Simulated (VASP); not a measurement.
# SiNi3 (P-4m2) in VASP: a series of runs

The runs below take SiNi3 through single point, with PBE.

Everything below comes from runs of VASP 6.6.1. Logs are shortened: lines on timing, memory, paths and dates and some standing lists are left out, and cuts for length are marked.

### 1 The cell of the first run

The structure is tetragonal, space group P-4m2 (No. 115). The conventional cell has a = 3.506 Å, b = 3.506 Å, c = 3.506 Å, α = 90.00°, β = 90.00°, γ = 90.00°. Si (site symmetry -4m2) has 12 Ni at 2.44 to 2.52 Å within 3.2 Å. Ni (site symmetry 2mm) has 4 Si at 2.44 to 2.52 Å and 8 Ni at 2.44 to 2.52 Å within 3.2 Å. Ni (site symmetry -4m2) has 8 Ni at 2.44 to 2.52 Å and 4 Si at 2.48 Å within 3.2 Å.

### 2 Single point, PBE (atoms displaced along a vibrational mode)

INCAR

```
SYSTEM = SiNi3
  ALGO = Fast
  EDIFF = 1E-6
  ENCUT = 520
  GGA = PE
  ISIF = 2
  ISMEAR = 0
  LASPH = .TRUE.
  LCHARG = .FALSE.
  LREAL = .FALSE.
  LWAVE = .FALSE.
  NBANDS = 44
  NELM = 100
  PREC = Accurate
  SIGMA = 0.15
```

KPOINTS

```
k-points
0
G
  14 14 8
  0 0 0
```

POSCAR

```
SiNi3
1.0
    3.5062596409      0.0000000000      0.0000000000
    0.0000000000      3.5062596409      0.0000000000
    0.0000000000      0.0000000000      7.0125192817
Si Ni
2 6
Direct
    0.0000000000      0.0000000000      0.0000000000
    0.0000000000      0.0000000000      0.5000000000
    0.0000000000      0.5000000000      0.2585561262
    0.0000000000      0.5000000000      0.7585561262
    0.5000000000      0.0000000000      0.2414438738
    0.5000000000      0.0000000000      0.7414438738
    0.5000000000      0.5000000000      0.0000000000
    0.5000000000      0.5000000000      0.5000000000
```

Potentials or basis: VASP PAW PBE potentials, release 64 (Si, Ni).

Run with:

```console
> cat potpaw_PBE.64/Si/POTCAR potpaw_PBE.64/Ni/POTCAR > POTCAR
> mpirun -np 1 vasp_std > vasp.out
```

OUTCAR:

```text
SYSTEM = SiNi3
   EDIFF = 1E-6
   ENCUT = 520
   GGA = PE
   ISIF = 2
   ISMEAR = 0
   LASPH = .TRUE.
   LREAL = .FALSE.
   NELM = 100
   PREC = Accurate

 ion  position               nearest neighbor table
   1  0.000  0.000  0.000-   4 2.44   5 2.44   4 2.44   5 2.44   7 2.48   7 2.48   7 2.48   7 2.48
                             3 2.52   6 2.52   6 2.52   3 2.52
   2  0.000  0.000  0.500-   3 2.44   6 2.44   3 2.44   6 2.44   8 2.48   8 2.48   8 2.48   8 2.48
                             5 2.52   4 2.52   4 2.52   5 2.52
   3  0.000  0.500  0.259-   2 2.44   8 2.44   2 2.44   8 2.44   5 2.48   5 2.48   5 2.48   5 2.48
                             1 2.52   7 2.52   7 2.52   1 2.52
   4  0.000  0.500  0.759-   1 2.44   7 2.44   1 2.44   7 2.44   6 2.48   6 2.48   6 2.48   6 2.48
                             2 2.52   2 2.52   8 2.52   8 2.52
   5  0.500  0.000  0.241-   1 2.44   7 2.44   7 2.44   1 2.44   3 2.48   3 2.48   3 2.48   3 2.48
                             2 2.52   2 2.52   8 2.52   8 2.52
   6  0.500  0.000  0.741-   2 2.44   8 2.44   8 2.44   2 2.44   4 2.48   4 2.48   4 2.48   4 2.48
                             1 2.52   7 2.52   7 2.52   1 2.52
   7  0.500  0.500  0.000-   4 2.44   5 2.44   5 2.44   4 2.44   1 2.48   1 2.48   1 2.48   1 2.48
                             3 2.52   3 2.52   6 2.52   6 2.52
   8  0.500  0.500  0.500-   3 2.44   6 2.44   6 2.44   3 2.44   2 2.48   2 2.48   2 2.48   2 2.48
                             5 2.52   5 2.52   4 2.52   4 2.52

  LATTYP: Found a simple tetragonal cell.
 ALAT       =     3.5062596409
 C/A-ratio  =     2.0000000000

  Lattice vectors:

 A1 = (   3.5062596409,   0.0000000000,   0.0000000000)
 A2 = (   0.0000000000,   3.5062596409,   0.0000000000)
 A3 = (   0.0000000000,   0.0000000000,   7.0125192817)

Analysis of symmetry for initial positions (statically):
=====================================================================
 Subroutine PRICEL returns following result:

  LATTYP: Found a simple cubic cell.
 ALAT       =     3.5062596409

  Lattice vectors:

 A1 = (   3.5062596409,   0.0000000000,   0.0000000000)
 A2 = (   0.0000000000,   3.5062596409,   0.0000000000)
 A3 = (   0.0000000000,   0.0000000000,   3.5062596409)

   2 primitive cells build up your supercell.

 Routine SETGRP: Setting up the symmetry group for a
 simple tetragonal supercell.

 Subroutine GETGRP returns: Found  8 space group operations
 (whereof  8 operations were pure point group operations)
 out of a pool of 16 trial point group operations.

The static configuration has the point symmetry D_2d.

Analysis of symmetry for dynamics (positions and initial velocities):
=====================================================================
 Subroutine PRICEL returns following result:

  LATTYP: Found a simple cubic cell.
 ALAT       =     3.5062596409

  Lattice vectors:

 A1 = (   3.5062596409,   0.0000000000,   0.0000000000)
 A2 = (   0.0000000000,   3.5062596409,   0.0000000000)
 A3 = (   0.0000000000,   0.0000000000,   3.5062596409)

   2 primitive cells build up your supercell.

 Routine SETGRP: Setting up the symmetry group for a
 simple tetragonal supercell.

 Subroutine GETGRP returns: Found  8 space group operations
 (whereof  8 operations were pure point group operations)
 out of a pool of 16 trial point group operations.

The dynamic configuration has the point symmetry D_2d.

 Subroutine INISYM returns: Found  8 space group operations
 (whereof  8 operations are pure point group operations),
 and found     2 'primitive' translations

----------------------------------------------------------------------------------------

                                     Primitive cell

  volume of cell :      43.1055

  direct lattice vectors                    reciprocal lattice vectors
     3.506259641  0.000000000  0.000000000     0.285204207  0.000000000  0.000000000
     0.000000000  3.506259641  0.000000000     0.000000000  0.285204207  0.000000000
     0.000000000  0.000000000  3.506259641     0.000000000  0.000000000  0.285204207

  length of vectors
     3.506259641  3.506259641  3.506259641     0.285204207  0.285204207  0.285204207

  position of ions in fractional coordinates (direct lattice)
     0.000000000  0.000000000  0.000000000
     0.000000000  0.500000000  0.517112252
     0.500000000  0.000000000  0.482887748
     0.500000000  0.500000000  0.000000000

  ion indices of the primitive-cell ions
   primitive index   ion index
                 1           1
                 2           4
                 3           5
                 4           7

----------------------------------------------------------------------------------------

 KPOINTS: k-points

Automatic generation of k-mesh.
 Grid dimensions read from file:
 generate k-points for:   14   14    8

 Generating k-lattice:

  Cartesian coordinates                     Fractional coordinates (reciprocal lattice)
     0.020371729  0.000000000  0.000000000     0.071428571  0.000000000  0.000000000
     0.000000000  0.020371729  0.000000000     0.000000000  0.071428571  0.000000000
     0.000000000  0.000000000  0.017825263     0.000000000  0.000000000  0.125000000

  Length of vectors
     0.020371729  0.020371729  0.017825263

  Shift w.r.t. Gamma in fractional coordinates (k-lattice)
     0.000000000  0.000000000  0.000000000

 Subroutine IBZKPT returns following result:
 ===========================================

 Found    180 irreducible k-points:

 Following reciprocal coordinates:
            Coordinates               Weight
  0.000000  0.000000  0.000000      1.000000
  0.071429  0.000000  0.000000      4.000000
  0.142857  0.000000  0.000000      4.000000
  0.214286  0.000000  0.000000      4.000000
  0.285714  0.000000  0.000000      4.000000
  0.357143  0.000000  0.000000      4.000000
[... 16 lines left out ...]
  0.285714  0.214286  0.000000      8.000000
  0.357143  0.214286  0.000000      8.000000
 [... further k-points ...]
   k-points           NKPTS =    180   k-points in BZ     NKDIM =    180   number of bands    NBANDS=     44
   number of dos      NEDOS =    301   number of ions     NIONS =      8
   total plane-waves  NPLWV =  42336
   dimension x,y,z NGX =    28 NGY =   28 NGZ =   54
   dimension x,y,z NGXF=    56 NGYF=   56 NGZF=  108
   ions per type =               2   6
   NGX,Y,Z   is equivalent  to a cutoff of  13.28, 13.28, 12.80 a.u.
   NGXF,Y,Z  is equivalent  to a cutoff of  26.55, 26.55, 25.60 a.u.
 SYSTEM =  SiNi3
   PREC   = accura    normal or accurate (medium, high low for compatibility)
   ISTART =      0    job   : 0-new  1-cont  2-samecut
   ICHARG =      2    charge: 1-file 2-atom 10-const
   ISPIN  =      1    spin polarized calculation?
   LNONCOLLINEAR =      F non collinear calculations
   LSORBIT =      F    spin-orbit coupling
   LASPH  =      T    aspherical Exc in radial PAW
   ENCUT  =  520.0 eV  38.22 Ry    6.18 a.u.   6.52  6.52 13.04*2*pi/ulx,y,z
   NELM   =    100;   NELMIN=  2; NELMDL= -5     # of ELM steps
   EDIFF  = 0.1E-05   stopping-criterion for ELM
   LREAL  =      F    real-space projection
[... 7 lines left out ...]
   TEBEG  =    0.0;   TEEND  =   0.0 temperature during run
   PSTRESS=    0.0 pullay stress
   NELECT =      68.0000    total number of electrons
   NUPDOWN=      -1.0000    fix difference up-down
   EMIN   =  10.00;   EMAX   =-10.00  energy-range for DOS
   EFERMI =   0.00;   METHOD = LEGACY
   ISMEAR =     0;   SIGMA  =   0.15  broadening in eV -4-tet -1-fermi 0-gaus
   EFERMI_NEDOS =   21; number of points for ismear=-14 and -15
   IALGO  =     68    algorithm
   IMIX   =      4    mixing-type and parameters
     AMIX     =   0.40;   BMIX     =  1.00
     AMIX_MAG =   1.60;   BMIX_MAG =  1.00
  volume/ion in A,a.u.               =      10.78        72.72
  Fermi-wavevector in a.u.,A,eV,Ry     =   1.512599  2.858397 31.129516  2.287955
  Thomas-Fermi vector in A             =   2.622502
   LORBIT       =      0    0 simple, 1 ext, 2 COOP (PROOUT), +10 PAW based schemes
   GGA     = PE    functional components
   LHFCALC =     F    Hartree Fock is set to
   AEXX    =    0.0000 exact exchange contribution
   IVDW    =     0    specifies the selected vdW correction
   LEPSILON=     F    determine dielectric tensor
   LRPA    =     F    only Hartree local field effects (RPA)
 non-spin polarized calculation
 RMM-DIIS sequential band-by-band and
 Gauss-broadening in eV      SIGMA  =   0.15
  energy-cutoff  :      520.00
  volume of cell :       86.21
 maximum number of plane-waves:      2355
 NGX is ok and might be reduce to    28
   NGX = 13   NGY = 13   NGZ = 27

 number of electron      67.9999950 magnetization

 Free energy of the ion-electron system (eV)
  ---------------------------------------------------
  ext. energy  EPLUGINS =         0.00000000
  ---------------------------------------------------
  free energy    TOTEN  =       -47.32587328 eV

  energy without entropy =      -47.28142995  energy(sigma->0) =      -47.30365161

 E-fermi :  10.6657     XC(G=0): -13.0957

 val. band max:       10.6656762412   @ k =   0.0000   0.0000   0.5000
 cond. band min:      10.6672539983   @ k =   0.0000   0.0000   0.3750
 fundamental gap:      0.0015777571
 Fermi energy:        10.6657441921

 k-point     1 :       0.0000    0.0000    0.0000
  band No.  band energies     occupation
      1      -1.2714      2.00000
      2       0.7713      2.00000
      3       2.9450      2.00000
      4       5.7863      2.00000
      5       6.5950      2.00000
      6       6.6145      2.00000
[... 36 lines left out ...]
     43      16.6489      0.00000
     44      16.9581      0.00000

 k-point     2 :       0.0714    0.0000    0.0000
  band No.  band energies     occupation
      1      -1.2117      2.00000
      2       0.8190      2.00000
      3       3.0000      2.00000
      4       5.8001      2.00000
      5       6.5133      2.00000
      6       6.6512      2.00000
[... 36 lines left out ...]
     43      16.9546      0.00000
     44      17.0862      0.00000

 k-point     3 :       0.1429    0.0000    0.0000
  band No.  band energies     occupation
      1      -1.0340      2.00000
      2       0.9600      2.00000
      3       3.1617      2.00000
      4       5.7676      2.00000
      5       6.3043      2.00000
      6       6.5357      2.00000
[... 36 lines left out ...]
     43      16.9127      0.00000
     44      17.8042      0.00000

 k-point     4 :       0.2143    0.0000    0.0000
  band No.  band energies     occupation
      1      -0.7444      2.00000
      2       1.1868      2.00000
      3       3.4196      2.00000
      4       5.3761      2.00000
      5       6.1341      2.00000
      6       6.2647      2.00000
[... 882 lines left out ...]
     43      18.6252      0.00000
     44      19.0824      0.00000

 k-point    23 :       0.2857    0.2143    0.0000
  band No.  band energies     occupation
      1       0.1350      2.00000
      2       1.7878      2.00000
      3       4.2029      2.00000
      4       5.0062      2.00000
      5       5.6025      2.00000
      6       5.8502      2.00000
[... 36 lines left out ...]
     43      17.6651      0.00000
     44      18.9453      0.00000

 k-point    24 :       0.3571    0.2143    0.0000
  band No.  band energies     occupation
      1       0.5701      2.00000
      2       2.0484      2.00000
      3       4.2947      2.00000
      4       4.5619      2.00000
      5       5.3363      2.00000
      6       5.9974      2.00000
[... 36 lines left out ...]
     43      16.8676      0.00000
     44      17.9715      0.00000

 [... further k-points ...]
[... 5 lines left out ...]
  --------------------------------------------------------------------------------------
  -------------------------------------------------------------------------------------
  Total        0.3120257      0.3120257      0.3591034      0.0000000      0.0000000      0.0000000
  in kB        5.7988086      5.7988086      6.6737188      0.0000000      0.0000000      0.0000000
  external PRESSURE =       6.0904454 kB  Pullay stress =       0.0000000 kB

 VOLUME and BASIS-vectors are now :
 -----------------------------------------------------------------------------
  energy-cutoff  :      520.00
  volume of cell :       86.21
      direct lattice vectors                 reciprocal lattice vectors
     3.506259641  0.000000000  0.000000000     0.285204207  0.000000000  0.000000000
     0.000000000  3.506259641  0.000000000     0.000000000  0.285204207  0.000000000
     0.000000000  0.000000000  7.012519282     0.000000000  0.000000000  0.142602103

 POSITION                                       TOTAL-FORCE (eV/Angst)
 -----------------------------------------------------------------------------------
      0.00000      0.00000      0.00000         0.000000      0.000000     -0.000000
      0.00000      0.00000      3.50626         0.000000      0.000000     -0.000000
      0.00000      1.75313      1.81313         0.000000     -0.000000     -0.486106
      0.00000      1.75313      5.31939        -0.000000     -0.000000     -0.486106
      1.75313      0.00000      1.69313        -0.000000      0.000000      0.486106
      1.75313      0.00000      5.19939        -0.000000      0.000000      0.486106
      1.75313      1.75313      0.00000        -0.000000     -0.000000      0.000000
      1.75313      1.75313      3.50626        -0.000000     -0.000000      0.000000
 -----------------------------------------------------------------------------------
    total drift:                                0.000000      0.000000      0.000000

  FREE ENERGIE OF THE ION-ELECTRON SYSTEM (eV)
  ---------------------------------------------------
  free  energy   TOTEN  =       -47.3258732753 eV

  energy  without entropy=      -47.2814299485  energy(sigma->0) =      -47.30365161
```

Run time: 23 min. Hardware: 1 thread of Oxide Virtual Turin-like, shared host; peak memory 0.53 GiB.

Results:

```
Free energy            : -47.3259 eV
Pressure               : 0.6 GPa
Largest force          : 0.486 eV/Å
Band gap on the k mesh : zero (bands 34 and 35 overlap by 0.25 eV)
```

Forces on the atoms (eV/Å):
```
Si   0.000  0.000  0.000
Si   0.000  0.000  0.000
Ni   0.000  0.000 -0.486
Ni   0.000  0.000 -0.486
Ni   0.000  0.000  0.486
Ni   0.000  0.000  0.486
Ni   0.000  0.000  0.000
Ni   0.000  0.000  0.000
```

Stress tensor (GPa, compression positive):
```
0.58 0.00 0.00
0.00 0.58 0.00
0.00 0.00 0.67
```

Levels at points of the mesh, in eV from the Fermi level:
```csv
k point,band 30,band 31,band 32,band 33,band 34,band 35,band 36,band 37,band 38,band 39
"(0.00, 0.00, 0.00)",-0.63,-0.59,-0.19,0.00,0.00,0.01,0.01,3.59,3.59,4.80
"(0.50, 0.00, 0.00)",-1.12,-0.99,-0.93,-0.56,0.01,0.63,0.63,3.53,3.59,5.22
"(0.50, 0.50, 0.00)",-1.22,-0.97,-0.95,-0.47,-0.23,-0.23,-0.15,0.62,0.62,1.19
"(0.00, 0.00, 0.50)",-0.63,-0.55,-0.55,0.00,0.00,1.38,1.38,1.38,1.38,5.30
"(0.50, 0.00, 0.50)",-0.83,-0.83,-0.83,-0.47,-0.47,1.34,1.34,2.04,2.04,4.27
"(0.50, 0.50, 0.50)",-1.05,-1.04,-1.04,-0.51,-0.51,0.20,0.20,0.20,0.20,2.46
```

Caveat: the cell differs from its parent crystal (atoms displaced along a vibrational mode). Spin polarisation is off, so any magnetic state and its effect on volume and gap are missing.

(Part 1 of 2 ends here.)
